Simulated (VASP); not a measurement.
Crystal: Ir.

```
CELL_PARAMETERS angstrom
0.00000 1.93457 1.93457
1.93457 0.00000 1.93457
1.93457 1.93457 0.00000
ATOMIC_POSITIONS crystal
Ir 0.00000 0.00000 0.00000
```

- Program: VASP 6.6.1
- Task: relaxation of cell and atoms
- Functional: SCAN
- Potentials or basis: VASP PAW PBE potentials, release 64 (Ir)
- Cutoff: 650 eV
- k mesh: 16 × 16 × 16
- Occupations: gaussian, width 0.04 eV
- Spin: no spin polarisation

At the start: pressure -21.5 GPa; volume 14.48 Å³/atom.

Task: Where does the relaxation end?

Result: Over 7 steps the energy falls by 62.7 meV/atom and the volume is 13.60 Å³/atom (-6.1 %); space group Fm-3m (No. 225, to 0.1 Å) before and after.

The path:
```tsv
step	energy change (eV)	largest force (eV/Å)	pressure (GPa)	volume (Å³)
1	0.0000	0.0000	-21.48	14.48
2	1.1567	0.0000	176.87	10.78
3	-0.0624	0.0000	-2.42	13.68
4	-0.0630	0.0000	-0.87	13.63
5	-0.0631	0.0000	0.00	13.60
6	-0.0627	0.0000	0.01	13.60
7	-0.0627	0.0000	0.01	13.60
```

Final structure:
```
Ir
1.0
     0.00000    1.89445    1.89445
     1.89445    0.00000    1.89445
     1.89445    1.89445    0.00000
Ir
1
Direct
  0.00000 0.00000 0.00000
```

Caveat: the PAW data sets were made with another functional, which shifts forces and pressure a little.
